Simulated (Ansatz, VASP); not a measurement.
One calculation of Ca2Ag2O, two programs

The input INCAR:

```
PREC = Accurate
ENCUT = 520
EDIFF = 1E-7
ISMEAR = 0
SIGMA = 0.1
LREAL = F
LASPH = T
NELM = 150
ALGO = Normal
ISIF = 2
LWAVE = F
LCHARG = F
ISPIN = 2
MAGMOM = 0 0 0 0 1 1 1 1 0 0
LORBIT = 11
LMAXMIX = 4
GGA = PE
NBANDS = 63
```

KPOINTS

```
Automatic mesh
0
Gamma
  4 4 4
```

File POSCAR:

```
Ca2Ag2O
1.0
    0.0000000000      4.6287325800      4.6287325800
    4.6287325800      0.0000000000      4.6287325800
    4.6287325800      4.6287325800      0.0000000000
Ca Ag O
4 4 2
Direct
    0.6250000000      0.6250000000      0.6250000000
    0.6250000000      0.6250000000      0.1250000000
    0.6250000000      0.1250000000      0.6250000000
    0.1250000000      0.6250000000      0.6250000000
    0.1250000000      0.1250000000      0.1250000000
    0.1250000000      0.1250000000      0.6250000000
    0.1250000000      0.6250000000      0.1250000000
    0.6250000000      0.1250000000      0.1250000000
    0.2500000000      0.2500000000      0.2500000000
    0.0000000000      0.0000000000      0.0000000000
```

Input for Ansatz:

```yaml
crystal:
  lattice:
    - [0.0, 4.62873258, 4.62873258]
    - [4.62873258, 0.0, 4.62873258]
    - [4.62873258, 4.62873258, 0.0]
  atoms:
    - { symbol: Ca, position: [0.625, 0.625, 0.625] }
    - { symbol: Ca, position: [0.625, 0.625, 0.125] }
    - { symbol: Ca, position: [0.625, 0.125, 0.625] }
    - { symbol: Ca, position: [0.125, 0.625, 0.625] }
    - { symbol: Ag, position: [0.125, 0.125, 0.125], spin: 1.0 }
    - { symbol: Ag, position: [0.125, 0.125, 0.625], spin: 1.0 }
    - { symbol: Ag, position: [0.125, 0.625, 0.125], spin: 1.0 }
    - { symbol: Ag, position: [0.625, 0.125, 0.125], spin: 1.0 }
    - { symbol: O, position: [0.25, 0.25, 0.25] }
    - { symbol: O, position: [0.0, 0.0, 0.0] }
basis:
  ecutwfc: 420
kpoints:
  mp_grid: { grid: [4, 4, 4] }
hamiltonian:
  xc: pbe
scf:
  occupations: { method: gaussian, width: 0.1 }
  lower_state_search: "off"
output:
  forces: true
  stress: true
  eigenvalues: true
  populations: true
magnetization:
  spin_polarized: true
```

Alike in both runs: task single point; functional PBE; k mesh 4 × 4 × 4; occupations gaussian, width 0.1 eV; collinear spin.

```csv
,VASP,Ansatz
version,VASP 6.6.1,Ansatz 0.2.0
potentials or method,"VASP PAW PBE potentials, release 64 (Ca_sv, Ag, O), cutoff 520 eV","scalar-relativistic, plane waves, PAW"
valence electrons in the cell,96,128
```

```tsv
	VASP	Ansatz	Ansatz less VASP
gap on the k mesh at the Fermi level (eV)	none	none	-
pressure (GPa)	17.4	17.4	+0.02
net moment per atom (μB)	0.00	0.00	0.000
```

A gap of «none» marks a metal or a gap that the smearing closes. VASP's potentials hold 96 valence electrons a cell and Ansatz's 128, so a difference there can come from the potentials and not from the codes. Ansatz's warnings: seeded moment not kept.
